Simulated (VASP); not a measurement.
# LiSi16 (a cell with a defect) in VASP: single point with PBE+D3(BJ)

Aim: the single point of LiSi16 (a cell with a defect) with PBE+D3(BJ).

Program: VASP 6.6.1. These are calculated values, not measurements. Logs are shortened: lines on timing, memory, paths and dates and some standing lists are left out, and cuts for length are marked.

## Step 1: The cell of the first run

The cell holds a defect, 17 atoms: a = 7.679 Å, b = 7.679 Å, c = 7.679 Å, α = 60.00°, β = 60.00°, γ = 60.00°.

## Step 2: Single point, PBE+D3(BJ)

Contents of INCAR:

```
SYSTEM = LiSi16
PREC = Accurate ; ENCUT = 520
EDIFF = 1E-6 ; ISMEAR = 0
SIGMA = 0.05 ; LREAL = Auto
LASPH = .TRUE. ; NELM = 60
ALGO = Normal ; ISIF = 2
LWAVE = .FALSE. ; LCHARG = .FALSE.
GGA = PE ; IVDW = 12
NBANDS = 48 ; NELECT = 66.0
```

Contents of KPOINTS:

```
regular mesh
0
G
  2 2 2
  0 0 0
```

Contents of POSCAR:

```
LiSi16
1.0
    0.0000000000      5.4300000000      5.4300000000
    5.4300000000      0.0000000000      5.4300000000
    5.4300000000      5.4300000000      0.0000000000
Si Li
16 1
Direct
   -0.0102898711     -0.0001935543      0.0053263352
    0.1242184162      0.1177867403      0.1399648250
    0.0147814917     -0.0313597606      0.5083732044
    0.1242187845      0.1177854512      0.6181992634
    0.0008393186      0.4918201657      0.0072995396
    0.1207113260      0.6256378453      0.1269102210
    0.0008397790      0.4918189687      0.5002106814
    0.1348493554      0.5971889503      0.6340653775
    0.5113478821      0.0010331492      0.0050186004
    0.6214807551      0.1499131676      0.1143870166
    0.5113482505      0.0010351750      0.4827683241
    0.6461106814      0.1182272560      0.6179162063
    0.4938824125      0.5213435543     -0.0075288214
    0.6275278085      0.6269604052      0.1265909761
    0.5082790055      0.4920839779      0.4999036832
    0.6275281768      0.6269622468      0.6190889503
    0.3191505525      1.0564846225      0.8122667587
```

Potentials or basis: VASP PAW PBE potentials, release 64 (Si, Li_sv).

The run is started by

```sh
> cat potpaw_PBE.64/Si/POTCAR potpaw_PBE.64/Li_sv/POTCAR > POTCAR
> mpirun -np 1 vasp_std > vasp.out
```

OUTCAR:

```text
SYSTEM = LiSi16
   PREC = Accurate
   ENCUT = 520
   EDIFF = 1E-6
   ISMEAR = 0
   LREAL = Auto
   LASPH = .TRUE.
   NELM = 60
   ISIF = 2
   GGA = PE
   IVDW = 12
   NELECT = 66.0
 IVDW          = 12

 ion  position               nearest neighbor table
   1  0.990  1.000  0.005-  10 2.32  17 2.34   6 2.35   2 2.43   4 2.43
   2  0.124  0.118  0.140-   3 2.32   5 2.35  17 2.35   1 2.43   9 2.43
   3  0.015  0.969  0.508-   2 2.32   4 2.32  12 2.32   8 2.33
   4  0.124  0.118  0.618-   3 2.32   7 2.35  17 2.35   1 2.43  11 2.43
   5  0.001  0.492  0.007-   6 2.34  14 2.34   8 2.34   2 2.35
   6  0.121  0.626  0.127-   5 2.34   7 2.34  13 2.34   1 2.35
   7  0.001  0.492  0.500-   6 2.34  16 2.34   8 2.34   4 2.35
   8  0.135  0.597  0.634-   3 2.33   5 2.34   7 2.34  15 2.34
   9  0.511  0.001  0.005-  10 2.32  17 2.34  14 2.35  12 2.43   2 2.43
  10  0.621  0.150  0.114-   1 2.32  11 2.32   9 2.32  13 2.33
  11  0.511  0.001  0.483-  10 2.32  17 2.34  16 2.35  12 2.43   4 2.43
  12  0.646  0.118  0.618-   3 2.32  17 2.34  15 2.35   9 2.43  11 2.43
  13  0.494  0.521  0.992-  10 2.33   6 2.34  14 2.34  16 2.34
  14  0.628  0.627  0.127-  15 2.34   5 2.34  13 2.34   9 2.35
  15  0.508  0.492  0.500-  14 2.34  16 2.34   8 2.34  12 2.35
  16  0.628  0.627  0.619-  15 2.34   7 2.34  13 2.34  11 2.35
  17  0.319  0.056  0.812-  11 2.34   9 2.34  12 2.34   1 2.34   4 2.35   2 2.35

  LATTYP: Found a face centered cubic cell.
 ALAT       =    10.8600000000

  Lattice vectors:

 A1 = (   0.0000000000,   5.4300000000,   5.4300000000)
 A2 = (   5.4300000000,   0.0000000000,   5.4300000000)
 A3 = (   5.4300000000,   5.4300000000,   0.0000000000)

Analysis of symmetry for initial positions (statically):
=====================================================================
 Subroutine PRICEL returns:
 Original cell was already a primitive cell.

 Routine SETGRP: Setting up the symmetry group for a
 face centered cubic supercell.

 Subroutine GETGRP returns: Found  2 space group operations
 (whereof  1 operations were pure point group operations)
 out of a pool of 48 trial point group operations.

The static configuration has the point symmetry C_1 .
 The point group associated with its full space group is C_1h.

Analysis of symmetry for dynamics (positions and initial velocities):
=====================================================================
 Subroutine PRICEL returns:
 Original cell was already a primitive cell.

 Routine SETGRP: Setting up the symmetry group for a
[... 123 lines left out ...]
   NFREE  =      0    steps in history (QN), initial steepest desc. (CG)
   ISIF   =      2    stress and relaxation
   ISYM   =      2    0-nonsym 1-usesym 2-fastsym
   POTIM  = 0.5000    time-step for ionic-motion
   TEBEG  =    0.0;   TEEND  =   0.0 temperature during run
   PSTRESS=    0.0 pullay stress
   NELECT =      66.0000    total number of electrons
   NUPDOWN=      -1.0000    fix difference up-down
   EMIN   =  10.00;   EMAX   =-10.00  energy-range for DOS
   EFERMI =   0.00;   METHOD = LEGACY
   ISMEAR =     0;   SIGMA  =   0.05  broadening in eV -4-tet -1-fermi 0-gaus
   EFERMI_NEDOS =   21; number of points for ismear=-14 and -15
   IALGO  =     38    algorithm
   IMIX   =      4    mixing-type and parameters
     AMIX     =   0.40;   BMIX     =  1.00
     AMIX_MAG =   1.60;   BMIX_MAG =  1.00
  volume/ion in A,a.u.               =      18.84       127.11
  Fermi-wavevector in a.u.,A,eV,Ry     =   0.967044  1.827449 12.723821  0.935174
  Thomas-Fermi vector in A             =   2.096897
   LORBIT       =      0    0 simple, 1 ext, 2 COOP (PROOUT), +10 PAW based schemes
   GGA     = PE    functional components
   LHFCALC =     F    Hartree Fock is set to
   AEXX    =    0.0000 exact exchange contribution
   IVDW    =    12    specifies the selected vdW correction
   LEPSILON=     F    determine dielectric tensor
   LRPA    =     F    only Hartree local field effects (RPA)
 non-spin polarized calculation
 Gauss-broadening in eV      SIGMA  =   0.05
  energy-cutoff  :      520.00
  volume of cell :      320.21
 maximum number of plane-waves:      8646
 NGX is ok and might be reduce to    60
   NGX = 29   NGY = 29   NGZ = 29

 number of electron      66.0000001 magnetization

 Free energy of the ion-electron system (eV)
  ---------------------------------------------------
  ext. energy  EPLUGINS =         0.00000000
  ---------------------------------------------------
  free energy    TOTEN  =       -92.91890052 eV

  energy without entropy =      -92.91889328  energy(sigma->0) =      -92.91889690

 E-fermi :   6.1924     XC(G=0):  -9.4401

 val. band max:        6.0553622102   @ k =   0.0000   0.0000   0.0000
 cond. band min:       6.3237940472   @ k =   0.0000   0.0000   0.0000
 fundamental gap:      0.2684318369
 Fermi energy:         6.1924334814

 k-point     1 :       0.0000    0.0000    0.0000
  band No.  band energies     occupation
      1     -40.2315      2.00000
      2      -5.9072      2.00000
      3      -3.6737      2.00000
      4      -3.6047      2.00000
      5      -3.6046      2.00000
      6      -3.5586      2.00000
[... 277 lines left out ...]
     44      10.2754      0.00000
     45      10.3441      0.00000
 [bands above 45 left out]

------------------------ aborting loop because EDIFF is reached ----------------------------------------

 Edisp (eV)   -5.45943

 E8    (eV) :    -2.2624

  FORCE on cell =-STRESS in cart. coord.  units (eV):
  Direction    XX          YY          ZZ          XY          YZ          ZX
  --------------------------------------------------------------------------------------
  -------------------------------------------------------------------------------------
  Total      -5.76029    -5.76029    -5.75601     0.99702     0.95461    -0.95461
  in kB     -28.82210   -28.82210   -28.80066     4.98869     4.77647    -4.77647
  external pressure =      -28.81 kB  Pullay stress =        0.00 kB

 VOLUME and BASIS-vectors are now :
 -----------------------------------------------------------------------------
  energy-cutoff  :      520.00
  volume of cell :      320.21
      direct lattice vectors                 reciprocal lattice vectors
     0.000000000  5.430000000  5.430000000    -0.092081031  0.092081031  0.092081031
     5.430000000  0.000000000  5.430000000     0.092081031 -0.092081031  0.092081031
     5.430000000  5.430000000  0.000000000     0.092081031  0.092081031 -0.092081031

 POSITION                                       TOTAL-FORCE (eV/Angst)
 -----------------------------------------------------------------------------------
      5.45787      5.40305     10.80308         0.012211     -0.012211     -0.009088
      1.39959      1.43451      1.31409         0.008942     -0.004585     -0.007192
      8.02018      2.84073      5.33998         0.010146     -0.010146     -0.020919
      3.99640      4.03133      1.31408         0.004585     -0.008942     -0.007192
      2.71022      0.04419      2.67514        -0.002003      0.007109      0.008021
      4.08634      1.34459      4.05268         0.004439     -0.004439      0.010334
[... 9 lines left out ...]
      6.76606      6.76913      6.81188        -0.005386      0.004427      0.012713
      4.71732      6.14360      2.03970        -0.015134      0.015134     -0.034372
 -----------------------------------------------------------------------------------
    total drift:                                0.002492     -0.004639     -0.005691

  FREE ENERGIE OF THE ION-ELECTRON SYSTEM (eV)
  ---------------------------------------------------
  free  energy   TOTEN  =       -98.3783330896 eV

  energy  without entropy=      -98.3783258516  energy(sigma->0) =      -98.37832947
```

OSZICAR:

```text
N       E                     dE             d eps       ncg     rms          rms(c)
DAV:   1     0.178594850690E+03    0.17859E+03   -0.25295E+04   576   0.116E+03
DAV:   2    -0.740549139372E+02   -0.25265E+03   -0.23493E+03   688   0.190E+02
DAV:   3    -0.932418425894E+02   -0.19187E+02   -0.18800E+02   840   0.441E+01
DAV:   4    -0.945354403846E+02   -0.12936E+01   -0.12832E+01   944   0.101E+01
DAV:   5    -0.945673842782E+02   -0.31944E-01   -0.31939E-01   752   0.137E+00    0.143E+01
DAV:   6    -0.934190096383E+02    0.11484E+01   -0.92536E-01   680   0.319E+00    0.873E+00
DAV:   7    -0.929040798899E+02    0.51493E+00   -0.15670E+00   696   0.377E+00    0.104E+00
DAV:   8    -0.929129751268E+02   -0.88952E-02   -0.15824E-01   688   0.144E+00    0.513E-01
DAV:   9    -0.929168695326E+02   -0.38944E-02   -0.11628E-02   728   0.387E-01    0.246E-01
DAV:  10    -0.929182654167E+02   -0.13959E-02   -0.18081E-03   656   0.141E-01    0.115E-01
DAV:  11    -0.929188566575E+02   -0.59124E-03   -0.61955E-04   688   0.918E-02    0.339E-02
DAV:  12    -0.929188952629E+02   -0.38605E-04   -0.68487E-05   696   0.299E-02    0.136E-02
DAV:  13    -0.929188999219E+02   -0.46589E-05   -0.13945E-05   704   0.133E-02    0.351E-03
DAV:  14    -0.929189005158E+02   -0.59390E-06   -0.67072E-07   448   0.311E-03
   1 F= -.98378333E+02 E0= -.98378329E+02  d E =-.723792E-05
```

It took 92 s on 1 thread of Intel Xeon 6975P-C (Granite Rapids), shared host; peak memory 0.46 GiB.

What came out:

```
Free energy                : -98.3783 eV
Largest force              : 0.040 eV/Å
Dispersion energy per atom : -0.321 eV
```

Forces in eV/Å, atoms in the order of the input:
```
Si   0.012 -0.012 -0.009
Si   0.009 -0.005 -0.007
Si   0.010 -0.010 -0.021
Si   0.005 -0.009 -0.007
Si  -0.002  0.007  0.008
Si   0.004 -0.004  0.010
Si  -0.007  0.002  0.008
Si  -0.012  0.012  0.009
Si   0.014  0.003 -0.004
Si   0.010 -0.010 -0.007
Si  -0.003 -0.014 -0.004
Si  -0.014  0.014  0.011
Si   0.000  0.000  0.013
Si  -0.004  0.005  0.013
Si  -0.001  0.001  0.008
Si  -0.005  0.004  0.013
Li  -0.015  0.015 -0.034
```

Caveat: the k points lie up to 0.50 Å⁻¹ apart; the cell carries a net charge on a neutralising background, which shifts energy and pressure; the cell is charged against a uniform background, so pressure and absolute levels hang on convention; the cutoff is under 1.25 times the usual one of these potentials, so pressure, stress and relaxed cells hold a basis-set (Pulay) error.
